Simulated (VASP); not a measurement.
A run of VASP 6.6.1 is set up as follows.

Contents of INCAR:

```
ALGO = Normal
DIPOL = 0.5 0.5 0.305
EDIFF = 1E-7
ENCUT = 520
GGA = PE
IDIPOL = 3
ISIF = 2
ISMEAR = 0
LASPH = True
LCHARG = False
LDIPOL = True
LREAL = False
LWAVE = False
NBANDS = 56
NELM = 80
PREC = Accurate
SIGMA = 0.1
```

Contents of KPOINTS:

```
k-points
0
Gamma
  6 6 1
```

POSCAR

```
Ca8CO
1.0
    7.8132359319      0.0000000000      0.0000000000
   -3.9066179659      6.7664608028      0.0000000000
    0.0000000000      0.0000000000     21.1477493937
Ca C O
8 1 1
Direct
    0.3333333333      0.1666666667      0.1891454228
    0.3333333333      0.6666666667      0.1891454228
    0.8333333333      0.1666666667      0.1891454228
    0.8333333333      0.6666666667      0.1891454228
    0.1666666667      0.3333333333      0.3308980669
    0.1666666667      0.8333333333      0.3308980669
    0.6666666667      0.3333333333      0.3308980669
    0.6666666667      0.8333333333      0.3308980669
    0.3333333333      0.1666666667      0.4599898180
    0.3333333333      0.1666666667      0.5143691270
```

Potentials or basis: VASP PAW PBE potentials, release 64 (Ca_sv, C, O).

Launch:

```bash
$ cat potpaw_PBE.64/Ca_sv/POTCAR potpaw_PBE.64/C/POTCAR potpaw_PBE.64/O/POTCAR > POTCAR
$ mpirun -np 1 vasp_std > vasp.out
```

(1) Predict the band gap on the k mesh.

(2) Estimate the largest force.

Answers

(1) zero (bands 45 and 46 overlap by 0.08 eV).

(2) 1.229 eV/Å.
